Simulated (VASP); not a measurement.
# I (Cmce) in VASP: single point with PBE+D3(BJ)

Aim: the single point of I with PBE+D3(BJ).

Everything below comes from runs of VASP 6.6.1. Logs are shortened: lines on timing, memory, paths and dates and some standing lists are left out, and cuts for length are marked.

### Step 1. The cell of the first run

It takes space group Cmce (No. 64, orthorhombic). The conventional cell has a = 7.351 Å, b = 4.485 Å, c = 9.656 Å, α = 90.00°, β = 90.00°, γ = 90.00°. I (site symmetry m) has 3 I at 2.82 to 3.33 Å within 3.7 Å.

### Step 2. Single point, PBE+D3(BJ)

INCAR reads:

```
SYSTEM = I
PREC = Accurate
ENCUT = 520
EDIFF = 1E-6
ISMEAR = 0
SIGMA = 0.02
LREAL = .False.
LASPH = .True.
NELM = 100
ALGO = Normal
ISIF = 2
LWAVE = .False.
LCHARG = .False.
GGA = PE
IVDW = 12
NBANDS = 22
```

KPOINTS reads:

```
Automatic mesh
0
Gamma
  6 6 4
  0 0 0
```

POSCAR reads:

```
I
1.0
    3.6755310408     -2.2424399274      0.0000000000
    3.6755310408      2.2424399274      0.0000000000
    0.0000000000      0.0000000000      9.6555281778
I
4
Direct
    0.8295413770      0.1704586230      0.8775403443
    0.3295413770      0.6704586230      0.6224596557
    0.1704586230      0.8295413770      0.1224596557
    0.6704586230      0.3295413770      0.3775403443
```

Potentials or basis: VASP PAW PBE potentials, release 64 (I).

The run is started by

```sh
cat potpaw_PBE.64/I/POTCAR > POTCAR
mpirun -np 1 vasp_std > vasp.out
```

OUTCAR:

```text
SYSTEM = I
   PREC = Accurate
   ENCUT = 520
   EDIFF = 1E-6
   ISMEAR = 0
   LREAL = .False.
   LASPH = .True.
   NELM = 100
   ISIF = 2
   GGA = PE
   IVDW = 12
 IVDW          = 12

 ion  position               nearest neighbor table
   1  0.830  0.170  0.878-   3 2.82   2 3.33   2 3.33
   2  0.330  0.670  0.622-   4 2.82   1 3.33   1 3.33
   3  0.170  0.830  0.122-   1 2.82   4 3.33   4 3.33
   4  0.670  0.330  0.378-   2 2.82   3 3.33   3 3.33

  LATTYP: Found a base centered orthorhombic cell.
 ALAT       =     4.4848798548
 B/A-ratio  =     1.6390767021
 C/A-ratio  =     2.1529067646

  Lattice vectors:

 A1 = (  -3.6755310408,  -2.2424399274,   0.0000000000)
 A2 = (   3.6755310408,  -2.2424399274,   0.0000000000)
 A3 = (   0.0000000000,   0.0000000000,   9.6555281778)

Analysis of symmetry for initial positions (statically):
=====================================================================
 Subroutine PRICEL returns:
 Original cell was already a primitive cell.

 Routine SETGRP: Setting up the symmetry group for a
 base centered orthorhombic supercell.

 Subroutine GETGRP returns: Found  8 space group operations
 (whereof  4 operations were pure point group operations)
 out of a pool of  8 trial point group operations.

The static configuration has the point symmetry C_2h.
 The point group associated with its full space group is D_2h.

Analysis of symmetry for dynamics (positions and initial velocities):
=====================================================================
 Subroutine PRICEL returns:
 Original cell was already a primitive cell.

 Routine SETGRP: Setting up the symmetry group for a
 base centered orthorhombic supercell.

 Subroutine GETGRP returns: Found  8 space group operations
 (whereof  4 operations were pure point group operations)
 out of a pool of  8 trial point group operations.

The dynamic configuration has the point symmetry C_2h.
 The point group associated with its full space group is D_2h.

 Subroutine INISYM returns: Found  8 space group operations
 (whereof  4 operations are pure point group operations),
 and found     1 'primitive' translations

----------------------------------------------------------------------------------------

                                     Primitive cell

  volume of cell :     159.1648

  direct lattice vectors                    reciprocal lattice vectors
     3.675531041 -2.242439927  0.000000000     0.136034765 -0.222971413  0.000000000
     3.675531041  2.242439927  0.000000000     0.136034765  0.222971413  0.000000000
     0.000000000  0.000000000  9.655528178     0.000000000  0.000000000  0.103567612

  length of vectors
     4.305585356  4.305585356  9.655528178     0.261192857  0.261192857  0.103567612

  position of ions in fractional coordinates (direct lattice)
     0.829541377  0.170458623  0.877540344
     0.329541377  0.670458623  0.622459656
     0.170458623  0.829541377  0.122459656
     0.670458623  0.329541377  0.377540344

  ion indices of the primitive-cell ions
   primitive index   ion index
                 1           1
                 2           2
                 3           3
                 4           4

----------------------------------------------------------------------------------------

 KPOINTS: Automatic mesh

Automatic generation of k-mesh.
 Grid dimensions read from file:
 generate k-points for:    6    6    4

 Generating k-lattice:

  Cartesian coordinates                     Fractional coordinates (reciprocal lattice)
     0.022672461 -0.037161902  0.000000000     0.166666667 -0.000000000  0.000000000
     0.022672461  0.037161902  0.000000000    -0.000000000  0.166666667  0.000000000
     0.000000000  0.000000000  0.025891903     0.000000000  0.000000000  0.250000000

  Length of vectors
     0.043532143  0.043532143  0.025891903

  Shift w.r.t. Gamma in fractional coordinates (k-lattice)
     0.000000000  0.000000000  0.000000000

 Subroutine IBZKPT returns following result:
 ===========================================

 Found     39 irreducible k-points:

 Following reciprocal coordinates:
            Coordinates               Weight
  0.000000  0.000000  0.000000      1.000000
  0.166667 -0.000000  0.000000      4.000000
  0.333333  0.000000  0.000000      4.000000
  0.500000  0.000000  0.000000      2.000000
  0.166667  0.166667  0.000000      2.000000
  0.333333  0.166667  0.000000      4.000000
[... 16 lines left out ...]
  0.333333  0.333333  0.250000      4.000000
  0.500000  0.333333  0.250000      8.000000
 [... further k-points ...]
   k-points           NKPTS =     39   k-points in BZ     NKDIM =     39   number of bands    NBANDS=     22
   number of dos      NEDOS =    301   number of ions     NIONS =      4
   total plane-waves  NPLWV =  73728
   dimension x,y,z NGX =    32 NGY =   32 NGZ =   72
   dimension x,y,z NGXF=    64 NGYF=   64 NGZF=  144
   ions per type =               4
   NGX,Y,Z   is equivalent  to a cutoff of  12.36, 12.36, 12.40 a.u.
   NGXF,Y,Z  is equivalent  to a cutoff of  24.71, 24.71, 24.79 a.u.
 SYSTEM =  I
   PREC   = accura    normal or accurate (medium, high low for compatibility)
   ISTART =      0    job   : 0-new  1-cont  2-samecut
   ICHARG =      2    charge: 1-file 2-atom 10-const
   ISPIN  =      1    spin polarized calculation?
   LNONCOLLINEAR =      F non collinear calculations
   LSORBIT =      F    spin-orbit coupling
   LASPH  =      T    aspherical Exc in radial PAW
   ENCUT  =  520.0 eV  38.22 Ry    6.18 a.u.   8.01  8.01 17.95*2*pi/ulx,y,z
   NELM   =    100;   NELMIN=  2; NELMDL= -5     # of ELM steps
   EDIFF  = 0.1E-05   stopping-criterion for ELM
   LREAL  =      F    real-space projection
   EDIFFG = 0.1E-04   stopping-criterion for IOM
   NSW    =      0    number of steps for IOM
   IBRION =     -1    ionic relax: 0-MD 1-quasi-New 2-CG
   NFREE  =      0    steps in history (QN), initial steepest desc. (CG)
   ISIF   =      2    stress and relaxation
   ISYM   =      2    0-nonsym 1-usesym 2-fastsym
   POTIM  = 0.5000    time-step for ionic-motion
   TEBEG  =    0.0;   TEEND  =   0.0 temperature during run
   PSTRESS=    0.0 pullay stress
   NELECT =      28.0000    total number of electrons
   NUPDOWN=      -1.0000    fix difference up-down
   EMIN   =  10.00;   EMAX   =-10.00  energy-range for DOS
   EFERMI =   0.00;   METHOD = LEGACY
   ISMEAR =     0;   SIGMA  =   0.02  broadening in eV -4-tet -1-fermi 0-gaus
   EFERMI_NEDOS =   21; number of points for ismear=-14 and -15
   IALGO  =     38    algorithm
   IMIX   =      4    mixing-type and parameters
     AMIX     =   0.40;   BMIX     =  1.00
     AMIX_MAG =   1.60;   BMIX_MAG =  1.00
  volume/ion in A,a.u.               =      39.79       268.52
  Fermi-wavevector in a.u.,A,eV,Ry     =   0.917301  1.733448 11.448501  0.841441
  Thomas-Fermi vector in A             =   2.042254
   LORBIT       =      0    0 simple, 1 ext, 2 COOP (PROOUT), +10 PAW based schemes
   GGA     = PE    functional components
   LHFCALC =     F    Hartree Fock is set to
   AEXX    =    0.0000 exact exchange contribution
   IVDW    =    12    specifies the selected vdW correction
   LEPSILON=     F    determine dielectric tensor
   LRPA    =     F    only Hartree local field effects (RPA)
 non-spin polarized calculation
 Gauss-broadening in eV      SIGMA  =   0.02
  energy-cutoff  :      520.00
  volume of cell :      159.16
 maximum number of plane-waves:      4334
   NGX = 15   NGY = 15   NGZ = 35

 number of electron      28.0000002 magnetization

 Free energy of the ion-electron system (eV)
  ---------------------------------------------------
  ext. energy  EPLUGINS =         0.00000000
  ---------------------------------------------------
  free energy    TOTEN  =        -5.95180061 eV

  energy without entropy =       -5.95180061  energy(sigma->0) =       -5.95180061

 E-fermi :   3.3968     XC(G=0):  -8.3487

 val. band max:        3.2844423922   @ k =   0.5000   0.0000   0.5000
 cond. band min:       4.1595942432   @ k =   0.5000   0.5000   0.2500
 fundamental gap:      0.8751518510
 Fermi energy:         3.3967999188

 k-point     1 :       0.0000    0.0000    0.0000
  band No.  band energies     occupation
      1     -10.3911      2.00000
      2      -9.5820      2.00000
      3      -8.8484      2.00000
      4      -7.4246      2.00000
      5      -1.3786      2.00000
      6       0.2313      2.00000
[... 14 lines left out ...]
     21      10.2820      0.00000
     22      11.0797      0.00000

 k-point     2 :       0.1667   -0.0000    0.0000
  band No.  band energies     occupation
      1     -10.2649      2.00000
      2      -9.5356      2.00000
      3      -8.7549      2.00000
      4      -7.5365      2.00000
      5      -1.3412      2.00000
      6      -0.1386      2.00000
[... 14 lines left out ...]
     21      10.3642      0.00000
     22      10.6141      0.00000

 k-point     3 :       0.3333    0.0000    0.0000
  band No.  band energies     occupation
      1      -9.9416      2.00000
      2      -9.4788      2.00000
      3      -8.5150      2.00000
      4      -7.8386      2.00000
      5      -1.4574      2.00000
      6      -1.0503      2.00000
[... 14 lines left out ...]
     21      10.8102      0.00000
     22      12.0631      0.00000
[... 476 lines left out ...]
 k-point    23 :       0.3333    0.3333    0.2500
  band No.  band energies     occupation
      1     -10.0701      2.00000
      2      -9.5925      2.00000
      3      -8.3643      2.00000
      4      -7.5223      2.00000
      5      -0.9973      2.00000
      6      -0.2293      2.00000
[... 14 lines left out ...]
     21      10.6815      0.00000
     22      11.2344      0.00000

 k-point    24 :       0.5000    0.3333    0.2500
  band No.  band energies     occupation
      1      -9.9242      2.00000
      2      -9.5069      2.00000
      3      -8.3123      2.00000
      4      -7.6305      2.00000
      5      -1.0846      2.00000
      6      -0.5649      2.00000
[... 14 lines left out ...]
     21      11.1229      0.00000
     22      11.3159      0.00000

 [... further k-points ...]

------------------------ aborting loop because EDIFF is reached ----------------------------------------

 Edisp (eV)   -1.30536

 E8    (eV) :    -0.5840

  FORCE on cell =-STRESS in cart. coord.  units (eV):
  Direction    XX          YY          ZZ          XY          YZ          ZX
  --------------------------------------------------------------------------------------
  -------------------------------------------------------------------------------------
  Total      -0.00972    -0.02574    -0.05202     0.00000    -0.00000     0.00000
  in kB      -0.09787    -0.25908    -0.52366     0.00000    -0.00000     0.00000
  external pressure =       -0.29 kB  Pullay stress =        0.00 kB

 VOLUME and BASIS-vectors are now :
 -----------------------------------------------------------------------------
  energy-cutoff  :      520.00
  volume of cell :      159.16
      direct lattice vectors                 reciprocal lattice vectors
     3.675531041 -2.242439927  0.000000000     0.136034765 -0.222971413  0.000000000
     3.675531041  2.242439927  0.000000000     0.136034765  0.222971413  0.000000000
     0.000000000  0.000000000  9.655528178     0.000000000  0.000000000  0.103567612

 POSITION                                       TOTAL-FORCE (eV/Angst)
 -----------------------------------------------------------------------------------
      3.67553     -1.47795      8.47312         0.000000     -0.011727      0.015439
      3.67553      0.76449      6.01018         0.000000     -0.011727     -0.015439
      3.67553      1.47795      1.18241         0.000000      0.011727     -0.015439
      3.67553     -0.76449      3.64535         0.000000      0.011727      0.015439
 -----------------------------------------------------------------------------------
    total drift:                               -0.000000      0.000000     -0.000000

  FREE ENERGIE OF THE ION-ELECTRON SYSTEM (eV)
  ---------------------------------------------------
  free  energy   TOTEN  =        -7.2571569876 eV

  energy  without entropy=       -7.2571569876  energy(sigma->0) =       -7.25715699
```

Wall time 59 s (1 thread of Intel Xeon Platinum 8488C (Sapphire Rapids), shared host); peak memory 0.3 GiB.

Results:

```
Free energy                : -7.2572 eV
Pressure                   : 0.0 GPa
Largest force              : 0.019 eV/Å
Band gap on the k mesh     : 0.88 eV, indirect (least direct gap 1.15 eV)
Dispersion energy per atom : -0.326 eV
```

Forces in eV/Å, atoms in the order of the input:
```
I    0.000 -0.012  0.015
I    0.000 -0.012 -0.015
I    0.000  0.012 -0.015
I    0.000  0.012  0.015
```

Caveat: spin-orbit coupling is left out, which moves the levels of the heavy elements.
